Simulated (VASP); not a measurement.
# O2 in VASP: a series of runs

The runs below take O2 through single point, relaxation of the atoms, with PBEsol.

Program: VASP 6.6.1. These are calculated values, not measurements. Logs are shortened: lines on timing, memory, paths and dates and some standing lists are left out, and cuts for length are marked.

### Step 1. The cell of the first run

The cell holds a molecule in a box, 2 atoms: a = 9.000 Å, b = 9.500 Å, c = 10.000 Å, α = 90.00°, β = 90.00°, γ = 90.00°.

### Step 2. Single point, PBEsol, collinear spin, ferromagnetic start

Contents of INCAR:

```
ALGO     = Normal         # electronic algorithm
EDIFF    = 1E-6           # SCF threshold, eV
ENCUT    = 520            # plane-wave cutoff, eV
GGA      = PS             # functional
ISIF     = 2              # what is computed and relaxed
ISMEAR   = 0              # smearing method
ISPIN    = 2              # spin polarisation
LASPH    = True           # aspherical terms in the spheres
LCHARG   = False          # write CHGCAR
LORBIT   = 11             # projections on sites
LREAL    = False          # projectors in reciprocal space
LWAVE    = False          # write WAVECAR
MAGMOM   = 1 1            # initial moments
NBANDS   = 17             # bands
NELM     = 150            # most SCF steps
PREC     = Accurate       # precision mode
SIGMA    = 0.02           # smearing width, eV
```

Contents of KPOINTS:

```
k-points
0
Gamma
  1 1 1
```

Contents of POSCAR:

```
O
1.0
    9.0000000000      0.0000000000      0.0000000000
    0.0000000000      9.5000000000      0.0000000000
    0.0000000000      0.0000000000     10.0000000000
O
2
Direct
    0.5000000000      0.5000000000      0.4395023763
    0.5000000000      0.5000000000      0.5604976237
```

Potentials or basis: VASP PAW PBE potentials, release 64 (O).

Command:

```
cat potpaw_PBE.64/O/POTCAR > POTCAR
mpirun -np 1 vasp_gam > vasp.out
```

OUTCAR:

```text
EDIFF = 1E-6
   ENCUT = 520
   GGA = PS
   ISIF = 2
   ISMEAR = 0
   ISPIN = 2
   LASPH = True
   LORBIT = 11
   LREAL = False
   NELM = 150
   PREC = Accurate

 ion  position               nearest neighbor table
   1  0.500  0.500  0.440-   2 1.21
   2  0.500  0.500  0.560-   1 1.21

  LATTYP: Found a simple orthorhombic cell.
 ALAT       =     9.0000000000
 B/A-ratio  =     1.0555555556
 C/A-ratio  =     1.1111111111

  Lattice vectors:

 A1 = (   9.0000000000,   0.0000000000,   0.0000000000)
 A2 = (   0.0000000000,   9.5000000000,   0.0000000000)
 A3 = (   0.0000000000,   0.0000000000,  10.0000000000)

Analysis of symmetry for initial positions (statically):
=====================================================================
 Subroutine PRICEL returns:
 Original cell was already a primitive cell.

 Routine SETGRP: Setting up the symmetry group for a
 simple orthorhombic supercell.

 Subroutine GETGRP returns: Found  8 space group operations
 (whereof  8 operations were pure point group operations)
 out of a pool of  8 trial point group operations.

The static configuration has the point symmetry D_2h.

Analysis of symmetry for dynamics (positions and initial velocities):
=====================================================================
 Subroutine PRICEL returns:
 Original cell was already a primitive cell.

 Routine SETGRP: Setting up the symmetry group for a
 simple orthorhombic supercell.

 Subroutine GETGRP returns: Found  8 space group operations
 (whereof  8 operations were pure point group operations)
 out of a pool of  8 trial point group operations.

The dynamic configuration has the point symmetry D_2h.

Analysis of structural, dynamic, and magnetic symmetry:
=====================================================================
 Subroutine PRICEL returns:
 Original cell was already a primitive cell.

 Routine SETGRP: Setting up the symmetry group for a
 simple orthorhombic supercell.

 Subroutine GETGRP returns: Found  8 space group operations
 (whereof  8 operations were pure point group operations)
 out of a pool of  8 trial point group operations.

The overall configuration has the point symmetry D_2h.

 Subroutine INISYM returns: Found  8 space group operations
 (whereof  8 operations are pure point group operations),
 and found     1 'primitive' translations

----------------------------------------------------------------------------------------

                                     Primitive cell

  volume of cell :     855.0000

  direct lattice vectors                    reciprocal lattice vectors
     9.000000000  0.000000000  0.000000000     0.111111111  0.000000000  0.000000000
     0.000000000  9.500000000  0.000000000     0.000000000  0.105263158  0.000000000
     0.000000000  0.000000000 10.000000000     0.000000000  0.000000000  0.100000000

  length of vectors
     9.000000000  9.500000000 10.000000000     0.111111111  0.105263158  0.100000000

  position of ions in fractional coordinates (direct lattice)
     0.500000000  0.500000000  0.439502376
     0.500000000  0.500000000  0.560497624

  ion indices of the primitive-cell ions
   primitive index   ion index
                 1           1
                 2           2

----------------------------------------------------------------------------------------

 KPOINTS: k-points

Automatic generation of k-mesh.
 Grid dimensions read from file:
 generate k-points for:    1    1    1

 Generating k-lattice:

  Cartesian coordinates                     Fractional coordinates (reciprocal lattice)
     0.111111111  0.000000000  0.000000000     1.000000000  0.000000000  0.000000000
     0.000000000  0.105263158  0.000000000     0.000000000  1.000000000  0.000000000
     0.000000000  0.000000000  0.100000000     0.000000000  0.000000000  1.000000000

  Length of vectors
     0.111111111  0.105263158  0.100000000

  Shift w.r.t. Gamma in fractional coordinates (k-lattice)
     0.000000000  0.000000000  0.000000000

 Subroutine IBZKPT returns following result:
 ===========================================

 Found      1 irreducible k-points:

 Following reciprocal coordinates:
            Coordinates               Weight
  0.000000  0.000000  0.000000      1.000000
   k-points           NKPTS =      1   k-points in BZ     NKDIM =      1   number of bands    NBANDS=     17
   number of dos      NEDOS =    301   number of ions     NIONS =      2
   total plane-waves  NPLWV = 403200
   dimension x,y,z NGX =    70 NGY =   72 NGZ =   80
   dimension x,y,z NGXF=   140 NGYF=  144 NGZF=  160
   ions per type =               2
   NGX,Y,Z   is equivalent  to a cutoff of  12.93, 12.60, 13.30 a.u.
   NGXF,Y,Z  is equivalent  to a cutoff of  25.86, 25.20, 26.60 a.u.
 SYSTEM =  unknown system
   PREC   = accura    normal or accurate (medium, high low for compatibility)
   ISTART =      0    job   : 0-new  1-cont  2-samecut
   ICHARG =      2    charge: 1-file 2-atom 10-const
   ISPIN  =      2    spin polarized calculation?
   LNONCOLLINEAR =      F non collinear calculations
   LSORBIT =      F    spin-orbit coupling
   LASPH  =      T    aspherical Exc in radial PAW
   ENCUT  =  520.0 eV  38.22 Ry    6.18 a.u.  16.73 17.66 18.59*2*pi/ulx,y,z
   NELM   =    150;   NELMIN=  2; NELMDL= -5     # of ELM steps
   EDIFF  = 0.1E-05   stopping-criterion for ELM
   LREAL  =      F    real-space projection
   EDIFFG = 0.1E-04   stopping-criterion for IOM
   NSW    =      0    number of steps for IOM
   IBRION =     -1    ionic relax: 0-MD 1-quasi-New 2-CG
   NFREE  =      0    steps in history (QN), initial steepest desc. (CG)
   ISIF   =      2    stress and relaxation
   ISYM   =      2    0-nonsym 1-usesym 2-fastsym
   POTIM  = 0.5000    time-step for ionic-motion
   TEBEG  =    0.0;   TEEND  =   0.0 temperature during run
   PSTRESS=    0.0 pullay stress
   NELECT =      12.0000    total number of electrons
   NUPDOWN=      -1.0000    fix difference up-down
   EMIN   =  10.00;   EMAX   =-10.00  energy-range for DOS
   EFERMI =   0.00;   METHOD = LEGACY
   ISMEAR =     0;   SIGMA  =   0.02  broadening in eV -4-tet -1-fermi 0-gaus
   EFERMI_NEDOS =   21; number of points for ismear=-14 and -15
   IALGO  =     38    algorithm
   IMIX   =      4    mixing-type and parameters
     AMIX     =   0.40;   BMIX     =  1.00
     AMIX_MAG =   1.60;   BMIX_MAG =  1.00
  volume/ion in A,a.u.               =     427.50      2884.91
  Fermi-wavevector in a.u.,A,eV,Ry     =   0.394893  0.746240  2.121703  0.155941
  Thomas-Fermi vector in A             =   1.339966
   LORBIT       =     11    0 simple, 1 ext, 2 COOP (PROOUT), +10 PAW based schemes
   GGA     = PS    functional components
   LHFCALC =     F    Hartree Fock is set to
   AEXX    =    0.0000 exact exchange contribution
   IVDW    =     0    specifies the selected vdW correction
   LEPSILON=     F    determine dielectric tensor
   LRPA    =     F    only Hartree local field effects (RPA)
 spin polarized calculation
 Gauss-broadening in eV      SIGMA  =   0.02
  energy-cutoff  :      520.00
  volume of cell :      855.00
 maximum number of plane-waves:     11510
 NGX is ok and might be reduce to    70
   NGX = 33   NGY = 35   NGZ = 37

 number of electron      12.0000002 magnetization       2.0000001

 Free energy of the ion-electron system (eV)
  ---------------------------------------------------
  ext. energy  EPLUGINS =         0.00000000
  ---------------------------------------------------
  free energy    TOTEN  =       -10.26604653 eV

  energy without entropy =      -10.26604653  energy(sigma->0) =      -10.26604653

 E-fermi :  -6.4950     XC(G=0):  -0.6179

 val. band max:       -6.6235315253   @ k =   0.0000   0.0000   0.0000
 cond. band min:      -4.3601354283   @ k =   0.0000   0.0000   0.0000
 fundamental gap:      2.2633960970
 Fermi energy:        -6.4949890701

 spin component 1

 k-point     1 :       0.0000    0.0000    0.0000
  band No.  band energies     occupation
      1     -32.8648      1.00000
      2     -20.2077      1.00000
      3     -13.3769      1.00000
      4     -13.3769      1.00000
      5     -13.3620      1.00000
      6      -6.6236      1.00000
[... 9 lines left out ...]
     16       2.8073      0.00000
     17       2.8986      0.00000
 Fermi energy:        -6.4949890701

 spin component 2

 k-point     1 :       0.0000    0.0000    0.0000
  band No.  band energies     occupation
      1     -31.6168      1.00000
      2     -18.4273      1.00000
      3     -12.3313      1.00000
      4     -11.5399      1.00000
      5     -11.5399      1.00000
      6      -4.3601      0.00000
[... 9 lines left out ...]
     16       2.9746      0.00000
     17       2.9840      0.00000

------------------------ aborting loop because EDIFF is reached ----------------------------------------

  FORCE on cell =-STRESS in cart. coord.  units (eV):
  Direction    XX          YY          ZZ          XY          YZ          ZX
  --------------------------------------------------------------------------------------
  -------------------------------------------------------------------------------------
  Total       -0.0728656     -0.0726520      1.5968321     -0.0000000      0.0000000      0.0000000
  in kB       -0.1365422     -0.1361419      2.9922903     -0.0000000      0.0000000      0.0000000
  external PRESSURE =       0.9065354 kB  Pullay stress =       0.0000000 kB

 VOLUME and BASIS-vectors are now :
 -----------------------------------------------------------------------------
  energy-cutoff  :      520.00
  volume of cell :      855.00
      direct lattice vectors                 reciprocal lattice vectors
     9.000000000  0.000000000  0.000000000     0.111111111  0.000000000  0.000000000
     0.000000000  9.500000000  0.000000000     0.000000000  0.105263158  0.000000000
     0.000000000  0.000000000 10.000000000     0.000000000  0.000000000  0.100000000

 POSITION                                       TOTAL-FORCE (eV/Angst)
 -----------------------------------------------------------------------------------
      4.50000      4.75000      4.39502         0.000000      0.000000     -1.386331
      4.50000      4.75000      5.60498         0.000000      0.000000      1.386331
 -----------------------------------------------------------------------------------
    total drift:                                0.000000      0.000000      0.000000

  FREE ENERGIE OF THE ION-ELECTRON SYSTEM (eV)
  ---------------------------------------------------
  free  energy   TOTEN  =       -10.2660465345 eV

  energy  without entropy=      -10.2660465345  energy(sigma->0) =      -10.26604653

 total charge

# of ion       s       p       d       tot
------------------------------------------
    1        1.609   3.308   0.000   4.917
    2        1.609   3.308   0.000   4.917
--------------------------------------------------
tot          3.218   6.615   0.000   9.833

 magnetization (x)

# of ion       s       p       d       tot
------------------------------------------
    1        0.009   0.797   0.000   0.806
    2        0.009   0.797   0.000   0.806
--------------------------------------------------
tot          0.018   1.594   0.000   1.612
```

It took 99 s on 1 thread of Intel Xeon 6975P-C (Granite Rapids), shared host; peak memory 1 GiB.

What came out:

- Free energy: -10.2660 eV
- Largest force: 1.386 eV/Å
- Gap between the frontier levels: 2.26 eV
- Net moment: 2.00 μB per cell
- Site moments: O +0.81 μB
- Valence electrons inside the program's atomic spheres: O 4.92

Forces on the atoms (eV/Å):
```
O    0.000  0.000 -1.386
O    0.000  0.000  1.386
```

Caveat: the standard files for N, O and F lose accuracy on very short bonds; the PAW data sets were made with another functional, which shifts forces and pressure a little.

### Step 3. Relaxation of the atoms, PBEsol, collinear spin, ferromagnetic start

Contents of INCAR:

```
SYSTEM = O
ALGO = Normal
EDIFF = 1E-7
EDIFFG = -0.02
ENCUT = 520
GGA = PS
IBRION = 2
ISIF = 2
ISMEAR = 0
ISPIN = 2
LASPH = .TRUE.
LCHARG = .FALSE.
LORBIT = 11
LREAL = .FALSE.
LWAVE = .FALSE.
MAGMOM = 1 1
NELM = 150
NSW = 50
PREC = Accurate
SIGMA = 0.02
```

Contents of KPOINTS:

```
k-points
0
G
  1 1 1
  0 0 0
```

Contents of POSCAR:

```
O
1.0
    9.0000000000      0.0000000000      0.0000000000
    0.0000000000      9.5000000000      0.0000000000
    0.0000000000      0.0000000000     10.0000000000
O
2
Direct
    0.5000000000      0.5000000000      0.4385000000
    0.5000000000      0.5000000000      0.5615000000
```

Potentials or basis: VASP PAW PBE potentials, release 64 (O).

Command:

```
cat potpaw_PBE.64/O/POTCAR > POTCAR
mpirun -np 1 vasp_gam > vasp.out
```

It took 3 min on 1 thread of Intel Xeon 6975P-C (Granite Rapids), shared host; peak memory 1 GiB.

It converged, with:

```
Free energy                                           : -10.2777 eV
Energy gained by relaxing                             : 0.1 meV/atom
Ionic steps                                           : 3
Gap between the frontier levels                       : 2.26 eV
Net moment                                            : 2.00 μB per cell
Site moments                                          : O +0.81 μB
Valence electrons inside the program's atomic spheres : O 4.89
```

The path:
```
step  energy change (eV)  largest force (eV/Å)  pressure (GPa)
   1              0.0000                0.2102           -0.03
   2              0.0117                1.4065            0.09
   3             -0.0003                0.0001           -0.01
```

Final structure:
```yaml
crystal:
  lattice:
    - [9.00000, 0.00000, 0.00000]
    - [0.00000, 9.50000, 0.00000]
    - [0.00000, 0.00000, 10.00000]
  atoms:
    - { symbol: O, position: [0.50000, 0.50000, 0.43864] }
    - { symbol: O, position: [0.50000, 0.50000, 0.56136] }
```

Levels at points of the mesh, in eV from the valence-band top:
Spin up:
```
           k point  band 5  band 6  band 7  band 8  band 9  band 10
(0.00, 0.00, 0.00)   -6.46    0.00    0.00    6.49    7.66     8.03
```
Spin down:
| k point | band 2 | band 3 | band 4 | band 5 | band 6 | band 7 | band 8 | band 9 |
| --- | --- | --- | --- | --- | --- | --- | --- | --- |
| (0.00, 0.00, 0.00) | -11.81 | -5.54 | -4.62 | -4.62 | 2.26 | 2.26 | 6.59 | 7.89 |

Caveat: the standard files for N, O and F lose accuracy on very short bonds; the PAW data sets were made with another functional, which shifts forces and pressure a little.
